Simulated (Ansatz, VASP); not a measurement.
## GaN: VASP beside Ansatz

```
Ga N
1.0
     0.00000    2.27424    2.27424
     2.27424    0.00000    2.27424
     2.27424    2.27424    0.00000
Ga N
1 1
Direct
  0.00000 0.00000 0.00000
  0.25000 0.25000 0.25000
```

Alike in both runs: functional PBE; k mesh 13 × 13 × 13; occupations fermi-dirac, width 0.02 eV; no spin polarisation.

Ansatz relaxed the structure, and its values are those at the end. VASP's run is a single point on that final structure, the one shown.

|  | VASP | Ansatz |
| --- | --- | --- |
| version | VASP 6.6.1 | Ansatz 0.2.0 |
| potentials or method | VASP PAW PBE potentials, release 64 (Ga_d, N) | PAW with Ansatz's default frozen-core files, scalar-relativistic |
| plane-wave cutoff (eV) | 520 | 420 |
| valence electrons in the cell | 18 | 18 |

```tsv
	VASP	Ansatz	Ansatz less VASP
gap on the k mesh at the Fermi level (eV)	1.55	1.54	-0.006
pressure (GPa)	0.1	0.0	-0.10
```
